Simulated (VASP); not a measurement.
# B3I (Pm-3m) in VASP: relaxation of cell and atoms with PBE

Aim: the relaxation of cell and atoms of B3I with PBE.

Everything below comes from runs of VASP 6.6.1. Logs are shortened: lines on timing, memory, paths and dates and some standing lists are left out, and cuts for length are marked.

## (1) The cell of the first run

It takes space group Pm-3m (No. 221, cubic). Conventional cell: a = 3.777 Å, b = 3.777 Å, c = 3.777 Å, α = 90.00°, β = 90.00°, γ = 90.00°. B (site symmetry 4/mmm) has 8 B at 2.67 Å and 4 I at 2.67 Å within 3.5 Å. Within 3.5 Å of I (site symmetry m-3m) lie 12 B at 2.67 Å.

## (2) Relaxation of cell and atoms, PBE

INCAR

```
SYSTEM = B3I
PREC = Accurate
ENCUT = 600
EDIFF = 1E-6
ISMEAR = 0
SIGMA = 0.1
LREAL = .False.
LASPH = .True.
NELM = 60
ALGO = Normal
ISIF = 3
LWAVE = .False.
LCHARG = .False.
GGA = PE
IBRION = 2
NSW = 100
EDIFFG = -0.01
```

KPOINTS

```
Automatic mesh
0
Gamma
  12 12 12
  0 0 0
```

POSCAR

```
B3I
1.0
    3.7771604151      0.0000000000      0.0000000000
    0.0000000000      3.7771604151      0.0000000000
    0.0000000000      0.0000000000      3.7771604151
B I
3 1
Direct
    0.0000000000      0.5000000000      0.5000000000
    0.5000000000      0.0000000000      0.5000000000
    0.5000000000      0.5000000000      0.0000000000
    0.0000000000      0.0000000000      0.0000000000
```

Potentials or basis: VASP PAW PBE potentials, release 64 (B, I).

Command:

```console
$ cat potpaw_PBE.64/B/POTCAR potpaw_PBE.64/I/POTCAR > POTCAR
$ mpirun -np 1 vasp_std > vasp.out
```

OUTCAR:

```text
SYSTEM = B3I
   PREC = Accurate
   ENCUT = 600
   EDIFF = 1E-6
   ISMEAR = 0
   LREAL = .False.
   LASPH = .True.
   NELM = 60
   ISIF = 3
   GGA = PE
   IBRION = 2
   NSW = 100
   EDIFFG = -0.01

 ion  position               nearest neighbor table
   1  0.000  0.500  0.500-   4 2.67   4 2.67   4 2.67   4 2.67
   2  0.500  0.000  0.500-   4 2.67   4 2.67   4 2.67   4 2.67
   3  0.500  0.500  0.000-   4 2.67   4 2.67   4 2.67   4 2.67
   4  0.000  0.000  0.000-   1 2.67   2 2.67   3 2.67   1 2.67   2 2.67   1 2.67   3 2.67   1 2.67
                             2 2.67   3 2.67   2 2.67   3 2.67

  LATTYP: Found a simple cubic cell.
 ALAT       =     3.7771604151

  Lattice vectors:

 A1 = (   3.7771604151,   0.0000000000,   0.0000000000)
 A2 = (   0.0000000000,   3.7771604151,   0.0000000000)
 A3 = (   0.0000000000,   0.0000000000,   3.7771604151)

Analysis of symmetry for initial positions (statically):
=====================================================================
 Subroutine PRICEL returns:
 Original cell was already a primitive cell.

 Routine SETGRP: Setting up the symmetry group for a
 simple cubic supercell.

 Subroutine GETGRP returns: Found 48 space group operations
 (whereof 48 operations were pure point group operations)
 out of a pool of 48 trial point group operations.

The static configuration has the point symmetry O_h .

Analysis of symmetry for dynamics (positions and initial velocities):
=====================================================================
 Subroutine PRICEL returns:
 Original cell was already a primitive cell.

 Routine SETGRP: Setting up the symmetry group for a
 simple cubic supercell.

 Subroutine GETGRP returns: Found 48 space group operations
 (whereof 48 operations were pure point group operations)
 out of a pool of 48 trial point group operations.

The dynamic configuration has the point symmetry O_h .

 Subroutine INISYM returns: Found 48 space group operations
 (whereof 48 operations are pure point group operations),
 and found     1 'primitive' translations

----------------------------------------------------------------------------------------

                                     Primitive cell

  volume of cell :      53.8885

  direct lattice vectors                    reciprocal lattice vectors
     3.777160415  0.000000000  0.000000000     0.264749148  0.000000000  0.000000000
     0.000000000  3.777160415  0.000000000     0.000000000  0.264749148  0.000000000
     0.000000000  0.000000000  3.777160415     0.000000000  0.000000000  0.264749148

  length of vectors
     3.777160415  3.777160415  3.777160415     0.264749148  0.264749148  0.264749148

  position of ions in fractional coordinates (direct lattice)
     0.000000000  0.500000000  0.500000000
     0.500000000  0.000000000  0.500000000
     0.500000000  0.500000000  0.000000000
     0.000000000  0.000000000  0.000000000

  ion indices of the primitive-cell ions
   primitive index   ion index
                 1           1
                 2           2
                 3           3
                 4           4

----------------------------------------------------------------------------------------

 KPOINTS: Automatic mesh

Automatic generation of k-mesh.
 Grid dimensions read from file:
 generate k-points for:   12   12   12

 Generating k-lattice:

  Cartesian coordinates                     Fractional coordinates (reciprocal lattice)
     0.022062429  0.000000000  0.000000000     0.083333333  0.000000000  0.000000000
     0.000000000  0.022062429  0.000000000     0.000000000  0.083333333  0.000000000
     0.000000000  0.000000000  0.022062429     0.000000000  0.000000000  0.083333333

  Length of vectors
     0.022062429  0.022062429  0.022062429

  Shift w.r.t. Gamma in fractional coordinates (k-lattice)
     0.000000000  0.000000000  0.000000000

 Subroutine IBZKPT returns following result:
 ===========================================

 Found     84 irreducible k-points:

 Following reciprocal coordinates:
            Coordinates               Weight
  0.000000  0.000000  0.000000      1.000000
  0.083333  0.000000  0.000000      6.000000
  0.166667  0.000000  0.000000      6.000000
  0.250000  0.000000  0.000000      6.000000
  0.333333  0.000000  0.000000      6.000000
  0.416667  0.000000  0.000000      6.000000
[... 16 lines left out ...]
  0.333333  0.333333  0.000000     12.000000
  0.416667  0.333333  0.000000     24.000000
 [... further k-points ...]
   k-points           NKPTS =     84   k-points in BZ     NKDIM =     84   number of bands    NBANDS=     12
   number of dos      NEDOS =    301   number of ions     NIONS =      4
   total plane-waves  NPLWV =  27000
   dimension x,y,z NGX =    30 NGY =   30 NGZ =   30
   dimension x,y,z NGXF=    60 NGYF=   60 NGZF=   60
   ions per type =               3   1
   NGX,Y,Z   is equivalent  to a cutoff of  13.20, 13.20, 13.20 a.u.
   NGXF,Y,Z  is equivalent  to a cutoff of  26.41, 26.41, 26.41 a.u.
 SYSTEM =  B3I
   PREC   = accura    normal or accurate (medium, high low for compatibility)
   ISTART =      0    job   : 0-new  1-cont  2-samecut
   ICHARG =      2    charge: 1-file 2-atom 10-const
   ISPIN  =      1    spin polarized calculation?
   LNONCOLLINEAR =      F non collinear calculations
   LSORBIT =      F    spin-orbit coupling
   LASPH  =      T    aspherical Exc in radial PAW
   ENCUT  =  600.0 eV  44.10 Ry    6.64 a.u.   7.54  7.54  7.54*2*pi/ulx,y,z
   NELM   =     60;   NELMIN=  2; NELMDL= -5     # of ELM steps
   EDIFF  = 0.1E-05   stopping-criterion for ELM
   LREAL  =      F    real-space projection
   EDIFFG = -.1E-01   stopping-criterion for IOM
   NSW    =    100    number of steps for IOM
   IBRION =      2    ionic relax: 0-MD 1-quasi-New 2-CG
   NFREE  =      1    steps in history (QN), initial steepest desc. (CG)
   ISIF   =      3    stress and relaxation
   ISYM   =      2    0-nonsym 1-usesym 2-fastsym
   POTIM  = 0.5000    time-step for ionic-motion
   TEBEG  =    0.0;   TEEND  =   0.0 temperature during run
   PSTRESS=    0.0 pullay stress
   NELECT =      16.0000    total number of electrons
   NUPDOWN=      -1.0000    fix difference up-down
   EMIN   =  10.00;   EMAX   =-10.00  energy-range for DOS
   EFERMI =   0.00;   METHOD = LEGACY
   ISMEAR =     0;   SIGMA  =   0.10  broadening in eV -4-tet -1-fermi 0-gaus
   EFERMI_NEDOS =   21; number of points for ismear=-14 and -15
   IALGO  =     38    algorithm
   IMIX   =      4    mixing-type and parameters
     AMIX     =   0.40;   BMIX     =  1.00
     AMIX_MAG =   1.60;   BMIX_MAG =  1.00
  volume/ion in A,a.u.               =      13.47        90.91
  Fermi-wavevector in a.u.,A,eV,Ry     =   1.092151  2.063866 16.228948  1.192794
  Thomas-Fermi vector in A             =   2.228411
   LORBIT       =      0    0 simple, 1 ext, 2 COOP (PROOUT), +10 PAW based schemes
   GGA     = PE    functional components
   LHFCALC =     F    Hartree Fock is set to
   AEXX    =    0.0000 exact exchange contribution
   IVDW    =     0    specifies the selected vdW correction
   LEPSILON=     F    determine dielectric tensor
   LRPA    =     F    only Hartree local field effects (RPA)
 conjugate gradient relaxation of ions
 non-spin polarized calculation
 Gauss-broadening in eV      SIGMA  =   0.10
  energy-cutoff  :      600.00
  volume of cell :       53.89
 maximum number of plane-waves:      1856
   NGX = 15   NGY = 15   NGZ = 15

--------------------------------------- Ionic step        1  -------------------------------------------

 number of electron      15.9999999 magnetization

 Free energy of the ion-electron system (eV)
  ---------------------------------------------------
  ext. energy  EPLUGINS =         0.00000000
  ---------------------------------------------------
  free energy    TOTEN  =       -10.55529151 eV

  energy without entropy =      -10.54501955  energy(sigma->0) =      -10.55015553

------------------------ aborting loop because EDIFF is reached ----------------------------------------

  FORCE on cell =-STRESS in cart. coord.  units (eV):
  Direction    XX          YY          ZZ          XY          YZ          ZX
  --------------------------------------------------------------------------------------
  -------------------------------------------------------------------------------------
  Total       -0.0453917     -0.0453917     -0.0453917     -0.0000000      0.0000000     -0.0000000
  in kB       -1.3495541     -1.3495541     -1.3495541     -0.0000000      0.0000000     -0.0000000
  external PRESSURE =      -1.3495541 kB  Pullay stress =       0.0000000 kB

 VOLUME and BASIS-vectors are now :
 -----------------------------------------------------------------------------
  energy-cutoff  :      600.00
  volume of cell :       53.89
      direct lattice vectors                 reciprocal lattice vectors
     3.777160415  0.000000000  0.000000000     0.264749148  0.000000000  0.000000000
     0.000000000  3.777160415  0.000000000     0.000000000  0.264749148  0.000000000
     0.000000000  0.000000000  3.777160415     0.000000000  0.000000000  0.264749148

 POSITION                                       TOTAL-FORCE (eV/Angst)
 -----------------------------------------------------------------------------------
      0.00000      1.88858      1.88858         0.000000      0.000000      0.000000
      1.88858      0.00000      1.88858         0.000000      0.000000      0.000000
      1.88858      1.88858      0.00000         0.000000      0.000000      0.000000
      0.00000      0.00000      0.00000         0.000000      0.000000      0.000000
 -----------------------------------------------------------------------------------
    total drift:                                0.000000      0.000000     -0.000000

  FREE ENERGIE OF THE ION-ELECTRON SYSTEM (eV)
  ---------------------------------------------------
  free  energy   TOTEN  =       -10.5552915062 eV

  energy  without entropy=      -10.5450195475  energy(sigma->0) =      -10.55015553

--------------------------------------- Ionic step        2  -------------------------------------------

 number of electron      15.9999999 magnetization

 Free energy of the ion-electron system (eV)
  ---------------------------------------------------
  ext. energy  EPLUGINS =         0.00000000
  ---------------------------------------------------
  free energy    TOTEN  =       -10.55534240 eV

  energy without entropy =      -10.54501734  energy(sigma->0) =      -10.55017987

 E-fermi :   7.5784     XC(G=0): -10.9581

 val. band max:        7.5724230904   @ k =   0.3333   0.0833   0.0000
 cond. band min:       7.5982517799   @ k =   0.2500   0.2500   0.2500
 fundamental gap:      0.0258286894
 Fermi energy:         7.5784359434

 k-point     1 :       0.0000    0.0000    0.0000
  band No.  band energies     occupation
      1      -9.1112      2.00000
      2       1.1643      2.00000
      3       1.5974      2.00000
      4       1.5974      2.00000
      5       1.5974      2.00000
      6       4.2236      2.00000
      7       4.2236      2.00000
      8       9.6038      0.00000
      9       9.6038      0.00000
     10       9.6875      0.00000
     11       9.7080      0.00000
     12       9.7080      0.00000

 k-point     2 :       0.0833    0.0000    0.0000
  band No.  band energies     occupation
      1      -9.0656      2.00000
      2       0.3635      2.00000
      3       1.6596      2.00000
      4       1.6596      2.00000
      5       2.0271      2.00000
      6       4.2708      2.00000
      7       4.7322      2.00000
      8       9.3217      0.00000
      9       9.3217      0.00000
     10       9.3911      0.00000
     11       9.4960      0.00000
     12       9.7253      0.00000
[... 316 lines left out ...]
 k-point    24 :       0.4167    0.3333    0.0000
  band No.  band energies     occupation
      1      -7.7527      2.00000
      2      -2.2555      2.00000
      3      -1.2001      2.00000
      4       1.4982      2.00000
      5       3.7521      2.00000
      6       5.3527      2.00000
      7       6.9308      2.00000
      8       6.9810      2.00000
      9       8.0285      0.00000
     10       8.1498      0.00000
     11       9.6860      0.00000
     12      10.0335      0.00000

 [... further k-points ...]
[... 5 lines left out ...]
  --------------------------------------------------------------------------------------
  -------------------------------------------------------------------------------------
  Total       -0.0178494     -0.0178494     -0.0178494     -0.0000000     -0.0000000      0.0000000
  in kB       -0.5315592     -0.5315592     -0.5315592     -0.0000000     -0.0000000      0.0000000
  external PRESSURE =      -0.5315592 kB  Pullay stress =       0.0000000 kB

 VOLUME and BASIS-vectors are now :
 -----------------------------------------------------------------------------
  energy-cutoff  :      600.00
  volume of cell :       53.80
      direct lattice vectors                 reciprocal lattice vectors
     3.775092596  0.000000000 -0.000000000     0.264894165  0.000000000 -0.000000000
    -0.000000000  3.775092596 -0.000000000    -0.000000000  0.264894165 -0.000000000
     0.000000000  0.000000000  3.775092596     0.000000000  0.000000000  0.264894165

 POSITION                                       TOTAL-FORCE (eV/Angst)
 -----------------------------------------------------------------------------------
      0.00000      1.88755      1.88755        -0.000000     -0.000000      0.000000
      1.88755      0.00000      1.88755         0.000000      0.000000      0.000000
      1.88755      1.88755     -0.00000         0.000000     -0.000000      0.000000
      0.00000      0.00000      0.00000        -0.000000     -0.000000      0.000000
 -----------------------------------------------------------------------------------
    total drift:                                0.000000      0.000000     -0.000000

  FREE ENERGIE OF THE ION-ELECTRON SYSTEM (eV)
  ---------------------------------------------------
  free  energy   TOTEN  =       -10.5553423987 eV

  energy  without entropy=      -10.5450173382  energy(sigma->0) =      -10.55017987

 reached required accuracy - stopping structural energy minimisation
```

Wall time 1.8 min (1 thread of AMD EPYC 7R13, shared host); peak memory 0.22 GiB.

What came out:

| Item | Value |
| --- | --- |
| Free energy | -10.5553 eV |
| Relaxed volume | 13.45 Å³/atom |
| Relaxed cell | a = 3.775 Å, b = 3.775 Å, c = 3.775 Å, α = 90.00°, β = 90.00°, γ = 90.00° |
| Space group after relaxing (to 0.1 Å) | Pm-3m (No. 221) |
| Energy gained by relaxing | 0.0 meV/atom |
| Ionic steps | 2 |
| Pressure after relaxing | -0.1 GPa |
| Band gap on the k mesh | zero (bands 8 and 9 overlap by 2.94 eV) |

Final structure:
```
CELL_PARAMETERS angstrom
3.77509 0.00000 0.00000
0.00000 3.77509 0.00000
0.00000 0.00000 3.77509
ATOMIC_POSITIONS crystal
B 0.00000 0.50000 0.50000
B 0.50000 0.00000 0.50000
B 0.50000 0.50000 0.00000
I 0.00000 0.00000 0.00000
```

Levels at points of the mesh, in eV from the Fermi level:
```csv
k point,band 6,band 7,band 8,band 9,band 10,band 11
"(0.00, 0.00, 0.00)",-3.35,-3.35,2.03,2.03,2.11,2.13
"(0.50, 0.00, 0.00)",-2.16,-1.79,-1.79,-0.92,-0.73,3.75
"(0.50, 0.50, 0.00)",-1.19,-0.43,-0.43,-0.12,-0.12,1.00
"(0.50, 0.50, 0.50)",-5.83,-5.83,-4.57,5.34,5.34,5.34
```

Caveat: spin-orbit coupling is left out, which moves the levels of the heavy elements.

The gap in the log of VASP goes by the Fermi energy; the results here count the filled bands.